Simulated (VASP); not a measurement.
# Al (Fm-3m) in VASP: single point with LDA

Aim: the single point of Al with LDA.

Program: VASP 6.6.1. These are calculated values, not measurements. Logs are shortened: lines on timing, memory, paths and dates and some standing lists are left out, and cuts for length are marked.

## Step 1: The cell of the first run

It takes space group Fm-3m (No. 225, cubic). Conventional cell: a = 4.050 Å, b = 4.050 Å, c = 4.050 Å, α = 90.00°, β = 90.00°, γ = 90.00°. Within 3.8 Å of Al (site symmetry m-3m) lie 12 Al at 2.86 Å.

## Step 2: Single point, LDA

The input, INCAR:

```
PREC = Accurate
ENCUT = 500
EDIFF = 1E-6
ISMEAR = -1
SIGMA = 0.1
LREAL = False
LASPH = True
NELM = 120
ALGO = Normal
ISIF = 2
LWAVE = False
LCHARG = False
NBANDS = 8
GGA_COMPAT = False
```

The input, KPOINTS:

```
regular mesh
0
Gamma
  12 12 12
```

The input, POSCAR:

```
Al
1.0
    0.0000000000      2.0248050000      2.0248050000
    2.0248050000      0.0000000000      2.0248050000
    2.0248050000      2.0248050000      0.0000000000
Al
1
Direct
    0.0000000000      0.0000000000      0.0000000000
```

Potentials or basis: VASP PAW LDA potentials, release 64 (Al).

Command:

```bash
> cat potpaw_LDA.64/Al/POTCAR > POTCAR
> mpirun -np 1 vasp_std > vasp.out
```

OUTCAR:

```text
PREC = Accurate
   ENCUT = 500
   EDIFF = 1E-6
   ISMEAR = -1
   LREAL = False
   LASPH = True
   NELM = 120
   ISIF = 2

 ion  position               nearest neighbor table
   1  0.000  0.000  0.000-

  LATTYP: Found a face centered cubic cell.
 ALAT       =     4.0496100000

  Lattice vectors:

 A1 = (   0.0000000000,   2.0248050000,   2.0248050000)
 A2 = (   2.0248050000,   0.0000000000,   2.0248050000)
 A3 = (   2.0248050000,   2.0248050000,   0.0000000000)

Analysis of symmetry for initial positions (statically):
=====================================================================
 Subroutine PRICEL returns:
 Original cell was already a primitive cell.

 Routine SETGRP: Setting up the symmetry group for a
 face centered cubic supercell.

 Subroutine GETGRP returns: Found 48 space group operations
 (whereof 48 operations were pure point group operations)
 out of a pool of 48 trial point group operations.

The static configuration has the point symmetry O_h .

Analysis of symmetry for dynamics (positions and initial velocities):
=====================================================================
 Subroutine PRICEL returns:
 Original cell was already a primitive cell.

 Routine SETGRP: Setting up the symmetry group for a
 face centered cubic supercell.

 Subroutine GETGRP returns: Found 48 space group operations
 (whereof 48 operations were pure point group operations)
 out of a pool of 48 trial point group operations.

The dynamic configuration has the point symmetry O_h .

 Subroutine INISYM returns: Found 48 space group operations
 (whereof 48 operations are pure point group operations),
 and found     1 'primitive' translations

----------------------------------------------------------------------------------------

                                     Primitive cell

  volume of cell :      16.6027

  direct lattice vectors                    reciprocal lattice vectors
     0.000000000  2.024805000  2.024805000    -0.246937359  0.246937359  0.246937359
     2.024805000  0.000000000  2.024805000     0.246937359 -0.246937359  0.246937359
     2.024805000  2.024805000  0.000000000     0.246937359  0.246937359 -0.246937359

  length of vectors
     2.863506692  2.863506692  2.863506692     0.427708053  0.427708053  0.427708053

  position of ions in fractional coordinates (direct lattice)
     0.000000000  0.000000000  0.000000000

  ion indices of the primitive-cell ions
   primitive index   ion index
                 1           1

----------------------------------------------------------------------------------------

 KPOINTS: regular mesh

Automatic generation of k-mesh.
 Grid dimensions read from file:
 generate k-points for:   12   12   12

 Generating k-lattice:

  Cartesian coordinates                     Fractional coordinates (reciprocal lattice)
    -0.020578113  0.020578113  0.020578113     0.083333333  0.000000000  0.000000000
     0.020578113 -0.020578113  0.020578113     0.000000000  0.083333333  0.000000000
     0.020578113  0.020578113 -0.020578113     0.000000000  0.000000000  0.083333333

  Length of vectors
     0.035642338  0.035642338  0.035642338

  Shift w.r.t. Gamma in fractional coordinates (k-lattice)
     0.000000000  0.000000000  0.000000000

 Subroutine IBZKPT returns following result:
 ===========================================

 Found     72 irreducible k-points:

 Following reciprocal coordinates:
            Coordinates               Weight
  0.000000  0.000000  0.000000      1.000000
  0.083333  0.000000  0.000000      8.000000
  0.166667  0.000000  0.000000      8.000000
  0.250000  0.000000  0.000000      8.000000
  0.333333  0.000000  0.000000      8.000000
  0.416667  0.000000  0.000000      8.000000
[... 16 lines left out ...]
  0.500000  0.166667  0.000000     24.000000
 -0.416667  0.166667  0.000000     24.000000
 [... further k-points ...]
   k-points           NKPTS =     72   k-points in BZ     NKDIM =     72   number of bands    NBANDS=      8
   number of dos      NEDOS =    301   number of ions     NIONS =      1
   total plane-waves  NPLWV =  13824
   dimension x,y,z NGX =    24 NGY =   24 NGZ =   24
   dimension x,y,z NGXF=    48 NGYF=   48 NGZF=   48
   ions per type =               1
   NGX,Y,Z   is equivalent  to a cutoff of  13.93, 13.93, 13.93 a.u.
   NGXF,Y,Z  is equivalent  to a cutoff of  27.87, 27.87, 27.87 a.u.
 SYSTEM =  unknown system
   PREC   = accura    normal or accurate (medium, high low for compatibility)
   ISTART =      0    job   : 0-new  1-cont  2-samecut
   ICHARG =      2    charge: 1-file 2-atom 10-const
   ISPIN  =      1    spin polarized calculation?
   LNONCOLLINEAR =      F non collinear calculations
   LSORBIT =      F    spin-orbit coupling
   LASPH  =      T    aspherical Exc in radial PAW
   ENCUT  =  500.0 eV  36.75 Ry    6.06 a.u.   5.22  5.22  5.22*2*pi/ulx,y,z
   NELM   =    120;   NELMIN=  2; NELMDL= -5     # of ELM steps
   EDIFF  = 0.1E-05   stopping-criterion for ELM
   LREAL  =      F    real-space projection
   EDIFFG = 0.1E-04   stopping-criterion for IOM
   NSW    =      0    number of steps for IOM
   IBRION =     -1    ionic relax: 0-MD 1-quasi-New 2-CG
   NFREE  =      0    steps in history (QN), initial steepest desc. (CG)
   ISIF   =      2    stress and relaxation
   ISYM   =      2    0-nonsym 1-usesym 2-fastsym
   POTIM  = 0.5000    time-step for ionic-motion
   TEBEG  =    0.0;   TEEND  =   0.0 temperature during run
   PSTRESS=    0.0 pullay stress
   NELECT =       3.0000    total number of electrons
   NUPDOWN=      -1.0000    fix difference up-down
   EMIN   =  10.00;   EMAX   =-10.00  energy-range for DOS
   EFERMI =   0.00;   METHOD = LEGACY
   ISMEAR =    -1;   SIGMA  =   0.10  broadening in eV -4-tet -1-fermi 0-gaus
   EFERMI_NEDOS =   21; number of points for ismear=-14 and -15
   IALGO  =     38    algorithm
   IMIX   =      4    mixing-type and parameters
     AMIX     =   0.40;   BMIX     =  1.00
     AMIX_MAG =   1.60;   BMIX_MAG =  1.00
  volume/ion in A,a.u.               =      16.60       112.04
  Fermi-wavevector in a.u.,A,eV,Ry     =   0.925526  1.748991 11.654733  0.856599
  Thomas-Fermi vector in A             =   2.051390
   LORBIT       =      0    0 simple, 1 ext, 2 COOP (PROOUT), +10 PAW based schemes
   GGA     = CA    functional components
   LHFCALC =     F    Hartree Fock is set to
   AEXX    =    0.0000 exact exchange contribution
   IVDW    =     0    specifies the selected vdW correction
   LEPSILON=     F    determine dielectric tensor
   LRPA    =     F    only Hartree local field effects (RPA)
 non-spin polarized calculation
  energy-cutoff  :      500.00
  volume of cell :       16.60
 maximum number of plane-waves:       444
 NGX is ok and might be reduce to    24
   NGX = 11   NGY = 11   NGZ = 11

 number of electron       3.0000000 magnetization

 Free energy of the ion-electron system (eV)
  ---------------------------------------------------
  ext. energy  EPLUGINS =         0.00000000
  ---------------------------------------------------
  free energy    TOTEN  =        -4.19659197 eV

  energy without entropy =       -4.18413744  energy(sigma->0) =       -4.19036471

 E-fermi :   7.6242     XC(G=0): -10.3206

 val. band max:        7.4912810047   @ k =   0.5000   0.2500   0.0833
 cond. band min:       7.6709109421   @ k =  -0.4167   0.4167   0.0833
 fundamental gap:      0.1796299374
 Fermi energy:         7.6241548015

 k-point     1 :       0.0000    0.0000    0.0000
  band No.  band energies     occupation
      1      -3.3302      2.00000
      2      20.2648      0.00000
      3      20.2648      0.00000
      4      20.2648      0.00000
      5      21.5372      0.00000
      6      21.5372      0.00000
      7      21.5372      0.00000
      8      24.2950      0.00000

 k-point     2 :       0.0833    0.0000    0.0000
  band No.  band energies     occupation
      1      -3.1427      2.00000
      2      17.6409      0.00000
      3      19.6519      0.00000
      4      19.6519      0.00000
      5      22.3179      0.00000
      6      22.4269      0.00000
      7      22.4269      0.00000
      8      25.9795      0.00000

 k-point     3 :       0.1667    0.0000    0.0000
  band No.  band energies     occupation
      1      -2.5818      2.00000
      2      14.3120      0.00000
      3      18.9388      0.00000
      4      18.9388      0.00000
      5      22.1929      0.00000
      6      23.4687      0.00000
      7      23.4687      0.00000
      8      24.8691      0.00000

 k-point     4 :       0.2500    0.0000    0.0000
  band No.  band energies     occupation
      1      -1.6518      2.00000
      2      11.1371      0.00000
      3      18.4939      0.00000
      4      18.4939      0.00000
      5      21.9881      0.00000
      6      22.2918      0.00000
      7      22.2918      0.00000
      8      26.4035      0.00000

 k-point     5 :       0.3333    0.0000    0.0000
  band No.  band energies     occupation
      1      -0.3598      2.00000
      2       8.2164      0.00534
      3      18.3523      0.00000
      4      18.3523      0.00000
      5      20.9264      0.00000
      6      20.9264      0.00000
      7      21.9778      0.00000
      8      24.9822      0.00000

 k-point     6 :       0.4167    0.0000    0.0000
  band No.  band energies     occupation
      1       1.2844      2.00000
      2       5.5883      2.00000
      3      18.5189      0.00000
      4      18.5189      0.00000
      5      19.8276      0.00000
      6      19.8276      0.00000
      7      22.2549      0.00000
      8      23.7806      0.00000

 k-point     7 :       0.5000    0.0000    0.0000
  band No.  band energies     occupation
      1       3.2035      2.00000
      2       3.3403      2.00000
      3      18.8967      0.00000
      4      18.8967      0.00000
      5      19.1364      0.00000
      6      19.1364      0.00000
      7      22.7767      0.00000
      8      22.9414      0.00000

 k-point     8 :       0.0833    0.0833    0.0000
  band No.  band energies     occupation
      1      -3.0803      2.00000
      2      18.4993      0.00000
      3      18.4993      0.00000
      4      18.8917      0.00000
      5      20.9838      0.00000
      6      23.6555      0.00000
      7      23.6555      0.00000
      8      24.3433      0.00000

 k-point     9 :       0.1667    0.0833    0.0000
  band No.  band energies     occupation
      1      -2.6440      2.00000
      2      15.5088      0.00000
      3      17.6235      0.00000
      4      18.9441      0.00000
      5      21.3272      0.00000
      6      22.4601      0.00000
      7      24.0996      0.00000
      8      24.9888      0.00000

 k-point    10 :       0.2500    0.0833    0.0000
  band No.  band energies     occupation
      1      -1.8372      2.00000
      2      12.3028      0.00000
      3      17.0552      0.00000
      4      18.5935      0.00000
      5      20.3408      0.00000
      6      23.2062      0.00000
      7      24.0571      0.00000
      8      24.5144      0.00000
[... 78 lines left out ...]
 k-point    18 :      -0.0833    0.0833    0.0000
  band No.  band energies     occupation
      1      -2.8308      2.00000
      2      16.2841      0.00000
      3      17.1675      0.00000
      4      20.7498      0.00000
      5      21.7866      0.00000
      6      22.9247      0.00000
      7      23.8779      0.00000
      8      24.1228      0.00000

 k-point    19 :       0.1667    0.1667    0.0000
  band No.  band energies     occupation
      1      -2.3331      2.00000
      2      16.6208      0.00000
      3      16.6208      0.00000
      4      16.8967      0.00000
      5      19.7144      0.00000
      6      20.1740      0.00000
      7      26.5085      0.00000
      8      26.5085      0.00000

 k-point    20 :       0.2500    0.1667    0.0000
  band No.  band energies     occupation
      1      -1.6517      2.00000
      2      13.7218      0.00000
      3      15.9363      0.00000
      4      17.3050      0.00000
      5      18.0534      0.00000
      6      20.2379      0.00000
      7      26.8413      0.00000
      8      27.1212      0.00000

 k-point    21 :       0.3333    0.1667    0.0000
  band No.  band energies     occupation
      1      -0.6052      2.00000
      2      10.7051      0.00000
      3      15.5704      0.00000
      4      16.3379      0.00000
      5      17.2335      0.00000
      6      22.0435      0.00000
      7      25.6600      0.00000
      8      27.1713      0.00000

 k-point    22 :       0.4167    0.1667    0.0000
  band No.  band energies     occupation
      1       0.7984      2.00000
      2       7.9131      0.10534
      3      14.9463      0.00000
      4      15.5229      0.00000
      5      17.2675      0.00000
      6      24.2659      0.00000
      7      24.4713      0.00000
      8      27.2320      0.00000

 k-point    23 :       0.5000    0.1667    0.0000
  band No.  band energies     occupation
      1       2.5473      2.00000
      2       5.4075      2.00000
      3      13.8804      0.00000
      4      15.7939      0.00000
      5      17.6006      0.00000
      6      23.5117      0.00000
      7      25.7597      0.00000
      8      27.8454      0.00000

 k-point    24 :      -0.4167    0.1667    0.0000
  band No.  band energies     occupation
      1       3.2053      2.00000
      2       4.6380      2.00000
      3      13.1519      0.00000
      4      16.3833      0.00000
      5      18.2620      0.00000
      6      22.8382      0.00000
      7      25.5242      0.00000
      8      28.5949      0.00000

 [... further k-points ...]
[... 5 lines left out ...]
  --------------------------------------------------------------------------------------
  -------------------------------------------------------------------------------------
  Total       -0.3681837     -0.3681837     -0.3681837      0.0000000      0.0000000     -0.0000000
  in kB      -35.5300274    -35.5300274    -35.5300274      0.0000000      0.0000000     -0.0000000
  external PRESSURE =     -35.5300274 kB  Pullay stress =       0.0000000 kB

 VOLUME and BASIS-vectors are now :
 -----------------------------------------------------------------------------
  energy-cutoff  :      500.00
  volume of cell :       16.60
      direct lattice vectors                 reciprocal lattice vectors
     0.000000000  2.024805000  2.024805000    -0.246937359  0.246937359  0.246937359
     2.024805000  0.000000000  2.024805000     0.246937359 -0.246937359  0.246937359
     2.024805000  2.024805000  0.000000000     0.246937359  0.246937359 -0.246937359

 POSITION                                       TOTAL-FORCE (eV/Angst)
 -----------------------------------------------------------------------------------
      0.00000      0.00000      0.00000         0.000000      0.000000     -0.000000
 -----------------------------------------------------------------------------------
    total drift:                                0.000000     -0.000000     -0.000000

  FREE ENERGIE OF THE ION-ELECTRON SYSTEM (eV)
  ---------------------------------------------------
  free  energy   TOTEN  =        -4.1965919681 eV

  energy  without entropy=       -4.1841374422  energy(sigma->0) =       -4.19036471
```

It took 5 s on 1 thread of AMD EPYC 9R45 (Zen 5), shared host; peak memory 0.09 GiB.

What came out:

```
Free energy : -4.1966 eV
Pressure    : -3.6 GPa
```

Levels at points of the mesh, in eV from the Fermi level:
| k point | band 1 | band 2 | band 3 | band 4 | band 5 |
| --- | --- | --- | --- | --- | --- |
| (0.00, 0.00, 0.00) | -10.95 | 12.64 | 12.64 | 12.64 | 13.91 |
| (0.50, 0.00, 0.00) | -4.42 | -4.28 | 11.27 | 11.27 | 11.51 |
| (0.50, 0.50, 0.00) | -2.78 | -1.51 | 5.40 | 5.61 | 5.61 |
